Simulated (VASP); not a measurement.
A run of VASP 6.6.1 is set up as follows.

Contents of INCAR:

```
SYSTEM = Si
ALGO = Normal
EDIFF = 1E-7
ENCUT = 520
GGA = PS
ISIF = 2
ISMEAR = 0
LASPH = .TRUE.
LCHARG = .FALSE.
LREAL = Auto
LWAVE = .FALSE.
NBANDS = 48
NELM = 60
PREC = Accurate
SIGMA = 0.02
```

KPOINTS

```
k-points
0
G
  2 2 2
  0 0 0
```

Contents of POSCAR:

```
Si
1.0
    0.0000000000      5.4300000000      5.4300000000
    5.4300000000      0.0000000000      5.4300000000
    5.4300000000      5.4300000000      0.0000000000
Si
17
Direct
   -0.0206313996     -0.0202848066     -0.0204048803
    0.1054325046      0.1057811234      0.1056616022
    0.0212369245      0.0215811234      0.4630310313
    0.1344985267      0.1348449355      0.6110127072
    0.0212383978      0.4631520258      0.0214564457
    0.1344987109      0.6111324125      0.1347239411
   -0.0009608656      0.5064459484      0.5063251381
    0.1271952118      0.6285928177      0.6284692449
    0.4628046041      0.0215830571      0.0214569061
    0.6107853591      0.1348444751      0.1347232965
    0.5060994475     -0.0006132597      0.5063244936
    0.6282474217      0.1275406077      0.6284695212
    0.5060997238      0.5064453959     -0.0007332413
    0.6282477901      0.6285934622      0.1274170350
    0.5036735727      0.5040186924      0.5038943831
    0.6275345304      0.6278824125      0.6277627072
    0.8450997238      0.8454461326      0.8453244015
```

Potentials or basis: VASP PAW PBE potentials, release 64 (Si).

Launch:

```console
$ cat potpaw_PBE.64/Si/POTCAR > POTCAR
$ mpirun -np 1 vasp_std > vasp.out
```

(1) What does it give for the pressure?

(2) What does it give for the largest force?

(3) What does it give for the band gap on the k mesh?

Answers

(1) 2.6 GPa.

(2) 0.145 eV/Å.

(3) zero (bands 34 and 35 overlap by 0.13 eV).

Caveat: the k points lie up to 0.50 Å⁻¹ apart; the PAW data sets were made with another functional, which shifts forces and pressure a little.
